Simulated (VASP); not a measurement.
# HfN (P6_3/mmc) in VASP: further runs, part 2 of 2

VASP 6.6.1. The steps go on from the part before.

## (5) Relaxation of cell and atoms, PBEsol, target pressure 5 GPa, at which the enthalpy is minimised

The input, INCAR:

```
  ALGO = Normal
  EDIFF = 1E-6
  EDIFFG = -0.05
  ENCUT = 600
  GGA = PS
  IBRION = 2
  ISIF = 3
  ISMEAR = 1
  LASPH = T
  LCHARG = F
  LREAL = F
  LWAVE = F
  NELM = 60
  NSW = 80
  PREC = Accurate
  PSTRESS = 50.0
  SIGMA = 0.15
```

The input, KPOINTS:

```
k-points
0
Gamma
  9 9 5
```

The input, POSCAR:

```
HfN
1.0
    3.1339080000      0.0000000000      0.0000000000
   -1.5669540000      2.7140439411      0.0000000000
    0.0000000000      0.0000000000      5.4167680000
Hf N
2 2
Direct
    0.6666666667      0.3333333333      0.7500000000
    0.3333333333      0.6666666667      0.2500000000
    0.0000000000      0.0000000000      0.0000000000
    0.0000000000      0.0000000000      0.5000000000
```

Launch:

```sh
> cat potpaw_PBE.64/Hf_pv/POTCAR potpaw_PBE.64/N/POTCAR > POTCAR
> mpirun -np 1 vasp_std > vasp.out
```

Run time: 2.7 min. Hardware: 1 thread of Intel Xeon 8259CL, shared host; peak memory 0.21 GiB.

It converged, with:

| Item | Value |
| --- | --- |
| Free energy | -45.8560 eV |
| Relaxed volume | 11.14 Å³/atom |
| Relaxed cell | a = 3.100 Å, b = 3.100 Å, c = 5.356 Å, α = 90.00°, β = 90.00°, γ = 120.00° |
| Space group after relaxing (to 0.1 Å) | P6_3/mmc (No. 194) |
| Energy change on relaxing (the run minimises the enthalpy) | -0.2 meV/atom |
| Ionic steps | 3 |
| Pressure after relaxing | 4.8 GPa |
| Band gap on the k mesh | zero (bands 15 and 16 overlap by 1.76 eV) |

The path:
| step | energy change (eV) | largest force (eV/Å) | pressure (GPa) | volume (Å³) |
| --- | --- | --- | --- | --- |
| 1 | 0.0000 | 0.0000 | -4.65 | 46.07 |
| 2 | 0.3021 | 0.0000 | 29.27 | 41.60 |
| 3 | -0.0008 | 0.0000 | 4.77 | 44.58 |

Final structure:
```cif
data_structure
_symmetry_space_group_name_H-M 'P 1'
_symmetry_Int_Tables_number 1
_cell_length_a 3.1001
_cell_length_b 3.1001
_cell_length_c 5.3562
_cell_angle_alpha 90.000
_cell_angle_beta 90.000
_cell_angle_gamma 120.000
_cell_volume 44.58
loop_
_atom_site_label
_atom_site_type_symbol
_atom_site_fract_x
_atom_site_fract_y
_atom_site_fract_z
_atom_site_occupancy
Hf1 Hf 0.66667 0.33333 0.75000 1
Hf2 Hf 0.33333 0.66667 0.25000 1
N1 N 0.00000 0.00000 0.00000 1
N2 N 0.00000 0.00000 0.50000 1
```

Levels at points of the mesh, in eV from the Fermi level:
```tsv
k point	band 11	band 12	band 13	band 14	band 15	band 16	band 17	band 18	band 19
(0.00, 0.00, 0.00)	-4.96	-3.77	-3.77	-1.81	-0.78	0.61	0.61	1.16	1.78
```

Caveat: the cell is relaxed towards a set pressure, so the run minimises the enthalpy, not the energy; the PAW data sets were made with another functional, which shifts forces and pressure a little; spin-orbit coupling is left out, which moves the levels of the heavy elements.

## (6) Relaxation of cell and atoms, PBEsol, target pressure 10 GPa, at which the enthalpy is minimised

The input, INCAR:

```
ALGO = Normal
EDIFF = 1E-6
EDIFFG = -0.05
ENCUT = 600
GGA = PS
IBRION = 2
ISIF = 3
ISMEAR = 1
LASPH = True
LCHARG = False
LREAL = False
LWAVE = False
NELM = 100
NSW = 80
PREC = Accurate
PSTRESS = 100.0
SIGMA = 0.15
```

KPOINTS is that of step 5.

POSCAR is that of step 5.

Potentials or basis: VASP PAW PBE potentials, release 64 (Hf_pv, N).

Launch:

```sh
> cat potpaw_PBE.64/Hf_pv/POTCAR potpaw_PBE.64/N/POTCAR > POTCAR
> mpirun -np 1 vasp_std > vasp.out
```

OUTCAR:

```text
EDIFF = 1E-6
   EDIFFG = -0.05
   ENCUT = 600
   GGA = PS
   IBRION = 2
   ISIF = 3
   ISMEAR = 1
   LASPH = True
   LREAL = False
   NELM = 100
   NSW = 80
   PREC = Accurate
   PSTRESS = 100.0

 ion  position               nearest neighbor table
   1  0.667  0.333  0.750-   3 2.26   4 2.26   3 2.26   4 2.26   3 2.26   4 2.26   2 3.26   2 3.26
                             2 3.26   2 3.26   2 3.26   2 3.26
   2  0.333  0.667  0.250-   3 2.26   4 2.26   3 2.26   4 2.26   3 2.26   4 2.26   1 3.26   1 3.26
                             1 3.26   1 3.26   1 3.26   1 3.26
   3  0.000  0.000  0.000-   1 2.26   2 2.26   2 2.26   1 2.26   1 2.26   2 2.26
   4  0.000  0.000  0.500-   1 2.26   2 2.26   2 2.26   1 2.26   1 2.26   2 2.26

  LATTYP: Found a hexagonal cell.
 ALAT       =     3.1339080000
 C/A-ratio  =     1.7284387417

  Lattice vectors:

 A1 = (   3.1339080000,   0.0000000000,   0.0000000000)
 A2 = (  -1.5669540000,   2.7140439411,   0.0000000000)
 A3 = (   0.0000000000,   0.0000000000,   5.4167680000)

Analysis of symmetry for initial positions (statically):
=====================================================================
 Subroutine PRICEL returns:
 Original cell was already a primitive cell.

 Routine SETGRP: Setting up the symmetry group for a
 hexagonal supercell.

 Subroutine GETGRP returns: Found 24 space group operations
 (whereof 12 operations were pure point group operations)
 out of a pool of 24 trial point group operations.

The static configuration has the point symmetry D_3d.
 The point group associated with its full space group is D_6h.

Analysis of symmetry for dynamics (positions and initial velocities):
=====================================================================
 Subroutine PRICEL returns:
 Original cell was already a primitive cell.

 Routine SETGRP: Setting up the symmetry group for a
 hexagonal supercell.

 Subroutine GETGRP returns: Found 24 space group operations
 (whereof 12 operations were pure point group operations)
 out of a pool of 24 trial point group operations.

The dynamic configuration has the point symmetry D_3d.
 The point group associated with its full space group is D_6h.

 Subroutine INISYM returns: Found 24 space group operations
 (whereof 12 operations are pure point group operations),
 and found     1 'primitive' translations

----------------------------------------------------------------------------------------

                                     Primitive cell

  volume of cell :      46.0727

  direct lattice vectors                    reciprocal lattice vectors
     3.133908000  0.000000000  0.000000000     0.319090414  0.184226936  0.000000000
    -1.566954000  2.714043941  0.000000000     0.000000000  0.368453872  0.000000000
     0.000000000  0.000000000  5.416768000     0.000000000  0.000000000  0.184611931

  length of vectors
     3.133908000  3.133908000  5.416768000     0.368453872  0.368453872  0.184611931

  position of ions in fractional coordinates (direct lattice)
     0.666666667  0.333333333  0.750000000
     0.333333333  0.666666667  0.250000000
     0.000000000  0.000000000  0.000000000
     0.000000000  0.000000000  0.500000000

  ion indices of the primitive-cell ions
   primitive index   ion index
                 1           1
[... 55 lines left out ...]
  0.333333  0.333333  0.200000      4.000000
 [... further k-points ...]
   k-points           NKPTS =     36   k-points in BZ     NKDIM =     36   number of bands    NBANDS=     19
   number of dos      NEDOS =    301   number of ions     NIONS =      4
   total plane-waves  NPLWV =  37632
   dimension x,y,z NGX =    28 NGY =   28 NGZ =   48
   dimension x,y,z NGXF=    56 NGYF=   56 NGZF=   96
   ions per type =               2   2
   NGX,Y,Z   is equivalent  to a cutoff of  14.85, 14.85, 14.73 a.u.
   NGXF,Y,Z  is equivalent  to a cutoff of  29.71, 29.71, 29.46 a.u.
 SYSTEM =  unknown system
   PREC   = accura    normal or accurate (medium, high low for compatibility)
   ISTART =      0    job   : 0-new  1-cont  2-samecut
   ICHARG =      2    charge: 1-file 2-atom 10-const
   ISPIN  =      1    spin polarized calculation?
   LNONCOLLINEAR =      F non collinear calculations
   LSORBIT =      F    spin-orbit coupling
   LASPH  =      T    aspherical Exc in radial PAW
   ENCUT  =  600.0 eV  44.10 Ry    6.64 a.u.   6.26  6.26 10.82*2*pi/ulx,y,z
   NELM   =    100;   NELMIN=  2; NELMDL= -5     # of ELM steps
   EDIFF  = 0.1E-05   stopping-criterion for ELM
   LREAL  =      F    real-space projection
   EDIFFG = -.5E-01   stopping-criterion for IOM
   NSW    =     80    number of steps for IOM
   IBRION =      2    ionic relax: 0-MD 1-quasi-New 2-CG
   NFREE  =      1    steps in history (QN), initial steepest desc. (CG)
   ISIF   =      3    stress and relaxation
   ISYM   =      2    0-nonsym 1-usesym 2-fastsym
   POTIM  = 0.5000    time-step for ionic-motion
   TEBEG  =    0.0;   TEEND  =   0.0 temperature during run
   PSTRESS=  100.0 pullay stress
   NELECT =      30.0000    total number of electrons
   NUPDOWN=      -1.0000    fix difference up-down
   EMIN   =  10.00;   EMAX   =-10.00  energy-range for DOS
   EFERMI =   0.00;   METHOD = LEGACY
   ISMEAR =     1;   SIGMA  =   0.15  broadening in eV -4-tet -1-fermi 0-gaus
   EFERMI_NEDOS =   21; number of points for ismear=-14 and -15
   IALGO  =     38    algorithm
   IMIX   =      4    mixing-type and parameters
     AMIX     =   0.40;   BMIX     =  1.00
     AMIX_MAG =   1.60;   BMIX_MAG =  1.00
  volume/ion in A,a.u.               =      11.52        77.73
  Fermi-wavevector in a.u.,A,eV,Ry     =   1.418951  2.681429 27.394277  2.013423
  Thomas-Fermi vector in A             =   2.540023
   LORBIT       =      0    0 simple, 1 ext, 2 COOP (PROOUT), +10 PAW based schemes
   GGA     = PS    functional components
   LHFCALC =     F    Hartree Fock is set to
   AEXX    =    0.0000 exact exchange contribution
   IVDW    =     0    specifies the selected vdW correction
   LEPSILON=     F    determine dielectric tensor
   LRPA    =     F    only Hartree local field effects (RPA)
 conjugate gradient relaxation of ions
 non-spin polarized calculation
 Methfessel and Paxton  Order N= 1 SIGMA  =   0.15
  energy-cutoff  :      600.00
  volume of cell :       46.07
 maximum number of plane-waves:      1581
 NGX is ok and might be reduce to    28
   NGX = 13   NGY = 13   NGZ = 21

--------------------------------------- Ionic step        1  -------------------------------------------

 number of electron      29.9999998 magnetization

 Free energy of the ion-electron system (eV)
  ---------------------------------------------------
  ext. energy  EPLUGINS =         0.00000000
  ---------------------------------------------------
  free energy    TOTEN  =       -45.85518759 eV

  energy without entropy =      -45.85250554  energy(sigma->0) =      -45.85429357

------------------------ aborting loop because EDIFF is reached ----------------------------------------

  FORCE on cell =-STRESS in cart. coord.  units (eV):
  Direction    XX          YY          ZZ          XY          YZ          ZX
  --------------------------------------------------------------------------------------
  -------------------------------------------------------------------------------------
  Total       -1.3026388     -1.3026388     -1.4023289      0.0000000      0.0000000      0.0000000
  in kB      -45.2992738    -45.2992738    -48.7659980      0.0000000      0.0000000      0.0000000
  external PRESSURE =    -146.4548485 kB  Pullay stress =     100.0000000 kB
[... 67 lines left out ...]
--------------------------------------- Ionic step        3  -------------------------------------------

 number of electron      29.9999998 magnetization

 Free energy of the ion-electron system (eV)
  ---------------------------------------------------
  ext. energy  EPLUGINS =         0.00000000
  ---------------------------------------------------
  free energy    TOTEN  =       -45.82746761 eV

  energy without entropy =      -45.82428688  energy(sigma->0) =      -45.82640736

 E-fermi :   8.2990     XC(G=0): -13.1534

 val. band max:        8.2552087822   @ k =   0.3333  -0.0000   0.4000
 cond. band min:       8.3207591477   @ k =   0.3333   0.3333   0.0000
 fundamental gap:      0.0655503656
 Fermi energy:         8.2990280774

 k-point     1 :       0.0000    0.0000    0.0000
  band No.  band energies     occupation
      1     -23.4360      2.00000
      2     -22.3903      2.00000
      3     -22.2867      2.00000
      4     -22.2867      2.00000
      5     -22.2156      2.00000
      6     -22.2156      2.00000
[... 505 lines left out ...]
      6     -22.5890      2.00000
[... 11 lines left out ...]
     18      12.1873      0.00000
     19      13.3404      0.00000

 [... further k-points ...]

------------------------ aborting loop because EDIFF is reached ----------------------------------------

  FORCE on cell =-STRESS in cart. coord.  units (eV):
  Direction    XX          YY          ZZ          XY          YZ          ZX
  --------------------------------------------------------------------------------------
  -------------------------------------------------------------------------------------
  Total        2.5731867      2.5731867      2.5812240      0.0000000      0.0000000      0.0000000
  in kB       93.8455449     93.8455449     94.1386697      0.0000000      0.0000000      0.0000000
  external PRESSURE =      -6.0567469 kB  Pullay stress =     100.0000000 kB
[... 23 lines left out ...]
  energy  without entropy=      -45.8242868756  energy(sigma->0) =      -45.82640736

  enthalpy is  TOTEN    =       -43.0855295835 eV   P V=        2.7419380257

 reached required accuracy - stopping structural energy minimisation
```

CONTCAR:

```text
HfN
   1.00000000000000
     3.0849586407900924    0.0000000000000000    0.0000000000000000
    -1.5424793203950462    2.6716525525258406    0.0000000000000000
     0.0000000000000000    0.0000000000000000    5.3301434005192760
  Hf              N
     2     2
Direct
     0.6666666667000030    0.3333333332999970    0.7500000000000000
     0.3333333332999970    0.6666666667000030    0.2500000000000000
     0.0000000000000000    0.0000000000000000    0.0000000000000000
     0.0000000000000000    0.0000000000000000    0.5000000000000000

  0.00000000E+00  0.00000000E+00  0.00000000E+00
  0.00000000E+00  0.00000000E+00  0.00000000E+00
  0.00000000E+00  0.00000000E+00  0.00000000E+00
  0.00000000E+00  0.00000000E+00  0.00000000E+00
```

It took 2.4 min on 1 thread of Intel Xeon 8259CL, shared host; peak memory 0.21 GiB.

What came out:

| Item | Value |
| --- | --- |
| Free energy | -45.8275 eV |
| Relaxed volume | 10.98 Å³/atom |
| Relaxed cell | a = 3.085 Å, b = 3.085 Å, c = 5.330 Å, α = 90.00°, β = 90.00°, γ = 120.00° |
| Space group after relaxing (to 0.1 Å) | P6_3/mmc (No. 194) |
| Energy change on relaxing (the run minimises the enthalpy) | +6.9 meV/atom |
| Ionic steps | 3 |
| Pressure after relaxing | 9.4 GPa |
| Band gap on the k mesh | zero (bands 15 and 16 overlap by 1.81 eV) |

Step by step:
| step | energy change (eV) | largest force (eV/Å) | pressure (GPa) | volume (Å³) |
| --- | --- | --- | --- | --- |
| 1 | 0.0000 | 0.0000 | -4.65 | 46.07 |
| 2 | 0.8647 | 0.0000 | 53.78 | 39.40 |
| 3 | 0.0277 | 0.0000 | 9.39 | 43.93 |

Final structure:
```xyz
4
Lattice="3.0850 0.0000 0.0000 -1.5425 2.6717 0.0000 0.0000 0.0000 5.3301" Properties=species:S:1:pos:R:3 pbc="T T T"
Hf    1.5425    0.8906    3.9976
Hf    0.0000    1.7811    1.3325
N     0.0000    0.0000    0.0000
N     0.0000    0.0000    2.6651
```

Caveat: the cell is relaxed towards a set pressure, so the run minimises the enthalpy, not the energy; the PAW data sets were made with another functional, which shifts forces and pressure a little; spin-orbit coupling is left out, which moves the levels of the heavy elements.

## (7) Overview

| cell | gap on the mesh (eV) | pressure (GPa) |
| --- | --- | --- |
| relaxed to -2 GPa | none | -2.0 |
| relaxed | none | 0.0 |
| relaxed to 2 GPa | none | 1.9 |
| relaxed to 5 GPa | none | 4.8 |
| relaxed to 10 GPa | none | 9.4 |

Alike in all rows: task relaxation of cell and atoms; level PBEsol; potentials or basis VASP PAW PBE potentials, release 64 (Hf_pv, N); no spin polarisation; k mesh 9 × 9 × 5; cutoff (eV) 600; smearing methfessel-paxton 0.15 eV.

Caveats: the PAW data sets were made with another functional, which shifts forces and pressure a little; spin-orbit coupling is left out, which moves the levels of the heavy elements; the cell is relaxed towards a set pressure, so the run minimises the enthalpy, not the energy (at least some runs).

Absolute energies hang on the potentials; compare differences alone.
